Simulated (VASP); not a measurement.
CuP:

```
Cu P
1.0
     2.88305    0.00000    0.00000
     0.00000    2.88305    0.00000
     0.00000    0.00000    3.77885
Cu P
1 1
Cartesian
  1.4415 1.4415 1.8894
  0.0000 0.0000 0.0000
```

* Program: VASP 6.6.1
* Task: relaxation of cell and atoms
* Functional: PBE
* Potentials or basis: VASP PAW PBE potentials, release 64 (Cu, P)
* Cutoff: 600 eV
* k mesh: 6 × 6 × 4
* Occupations: gaussian, width 0.1 eV
* Spin: no spin polarisation

At the start: pressure -12.2 GPa; volume 15.70 Å³/atom.

Task: Where does the relaxation end?

Result: Over 6 steps the energy falls by 105.5 meV/atom and the volume is 13.41 Å³/atom (-14.6 %); space group P4/mmm (No. 123, to 0.1 Å) before and after.

The path:
| step | energy change (eV) | largest force (eV/Å) | pressure (GPa) | volume (Å³) |
| --- | --- | --- | --- | --- |
| 1 | 0.0000 | 0.0000 | -12.17 | 31.41 |
| 2 | -0.2024 | 0.0000 | 2.84 | 26.29 |
| 3 | -0.2070 | 0.0000 | -0.02 | 26.87 |
| 4 | -0.2068 | 0.0000 | -0.43 | 26.95 |
| 5 | -0.2082 | 0.0000 | -0.37 | 26.92 |
| 6 | -0.2109 | 0.0000 | 0.06 | 26.82 |

Final structure:
```cif
data_structure
_symmetry_space_group_name_H-M 'P 1'
_symmetry_Int_Tables_number 1
_cell_length_a 2.7160
_cell_length_b 2.7160
_cell_length_c 3.6364
_cell_angle_alpha 90.000
_cell_angle_beta 90.000
_cell_angle_gamma 90.000
_cell_volume 26.82
loop_
_atom_site_label
_atom_site_type_symbol
_atom_site_fract_x
_atom_site_fract_y
_atom_site_fract_z
_atom_site_occupancy
Cu1 Cu 0.50000 0.50000 0.50000 1
P1 P 0.00000 0.00000 0.00000 1
```

Caveat: the k points lie up to 0.43 Å⁻¹ apart in the final cell, too coarse for converged energies and pressures of a metal.
